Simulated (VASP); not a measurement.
Runs of VASP 6.6.1 on Ta. The structure is that of space group P6/mmm (No. 191), or close to it. The cells are those of the table. This isn't the form of Ta at room conditions, which is bcc.

| task | cell | k mesh | cutoff (eV) | gap on the mesh (eV) | pressure (GPa) |
| --- | --- | --- | --- | --- | --- |
| relaxation of cell and atoms | relaxed from a = 4.674, b = 4.674, c = 2.865 Å, angles 90.0, 90.0, 120.0°, 3 atoms | 8 × 8 × 11 | 600 | none | 0.0 |
| single point | a = 5.036, b = 5.036, c = 2.817 Å, angles 90.0, 90.0, 120.0°, 3 atoms | 9 × 9 × 13 | 520 | none | -17.4 |
| single point | a = 4.975, b = 4.975, c = 2.783 Å, angles 90.0, 90.0, 120.0°, 3 atoms | 9 × 9 × 13 | 520 | none | -12.4 |
| single point | a = 4.849, b = 4.849, c = 2.712 Å, angles 90.0, 90.0, 120.0°, 3 atoms | 10 × 10 × 15 | 520 | none | (a) |

Alike in all rows: level r2SCAN; potentials or basis VASP PAW PBE potentials, release 64 (Ta_pv); no spin polarisation; smearing fermi-dirac 0.1 eV.

Problem. Fill in the values left out.

Solution. (a) 0.5.

Caveats: the PAW data sets were made with another functional, which shifts forces and pressure a little; spin-orbit coupling is left out, which moves the levels of the heavy elements; the cell stands under tension (at least some runs).

A k mesh can miss the band edges, and the runs leave out spin-orbit coupling on Ta.

A gap of «none» marks levels without a gap at the run's occupations.
